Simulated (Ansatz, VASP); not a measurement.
## Two plane-wave programs on As

```
As
1.0
     4.84034    0.00000    0.00000
    -2.42017    4.19186    0.00000
     0.00000    0.00000    2.80163
As
3
Direct
  0.00000 0.00000 0.00000
  0.33333 0.66667 0.50000
  0.66667 0.33333 0.50000
```

Alike in both runs: task single point; functional r2SCAN; k mesh 9 × 9 × 13; occupations fermi-dirac, width 0.1 eV; no spin polarisation.

|  | VASP | Ansatz |
| --- | --- | --- |
| version | VASP 6.6.1 | Ansatz 0.2.0 |
| potentials or method | VASP PAW PBE potentials, release 64 (As), cutoff 520 eV | plane waves (500 eV) with PAW, scalar-relativistic |
| valence electrons in the cell | 15 | 45 |

VASP gave:

```
pressure (GPa)                                                : 0.3
traceless stress, the component that is largest in VASP (GPa) : 1.27
```

Task: What did Ansatz give for the same quantities?

Result: Pressure (GPa): 0.5; traceless stress, the component that is largest in VASP (GPa): 1.28.

VASP's potentials were made for PBE, not for r2SCAN. With one functional, cell and mesh, what is left measures potentials, basis and numerics. VASP's potentials hold 15 valence electrons a cell and Ansatz's 45, so a difference there can come from the potentials and not from the codes.
